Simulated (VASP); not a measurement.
Here is a VASP 6.6.1 calculation.

File INCAR:

```
ALGO     = Normal         # electronic algorithm
EDIFF    = 1E-8           # SCF threshold, eV
ENCUT    = 520            # plane-wave cutoff, eV
GGA      = PS             # functional
ISIF     = 2              # what is computed and relaxed
ISMEAR   = -1             # smearing method
LASPH    = True           # aspherical terms in the spheres
LCHARG   = False          # write CHGCAR
LEFG     = True         
LREAL    = False          # projectors in reciprocal space
LWAVE    = False          # write WAVECAR
NBANDS   = 17             # bands
NELM     = 60             # most SCF steps
PREC     = Accurate       # precision mode
SIGMA    = 0.01           # smearing width, eV
```

Contents of KPOINTS:

```
k-points
0
Gamma
  9 9 9
```

Contents of POSCAR:

```
PbSe
1.0
    0.0000000000      3.0621500000      3.0315285000
    3.0621500000      0.0000000000      3.0315285000
    3.0621500000      3.0621500000      0.0000000000
Pb Se
1 1
Direct
    0.0000000000      0.0000000000      0.0000000000
    0.5000000000      0.5000000000      0.5000000000
```

Potentials or basis: VASP PAW PBE potentials, release 64 (Pb_d, Se).

The run is started by

```bash
$ cat potpaw_PBE.64/Pb_d/POTCAR potpaw_PBE.64/Se/POTCAR > POTCAR
$ mpirun -np 1 vasp_std > vasp.out
```

(1) Estimate the band gap on the k mesh.

(2) Estimate the pressure.

Results:

(1) 0.64 eV, direct.

(2) 0.0 GPa.

Caveat: the cell differs from its parent crystal (zz strain of -1 %); without QUAD_EFG the Cq values of the log hold for a quadrupole moment of 1 mb, not for the nuclei; the PAW data sets were made with another functional, which shifts forces and pressure a little; spin-orbit coupling is left out, which moves the levels of the heavy elements.
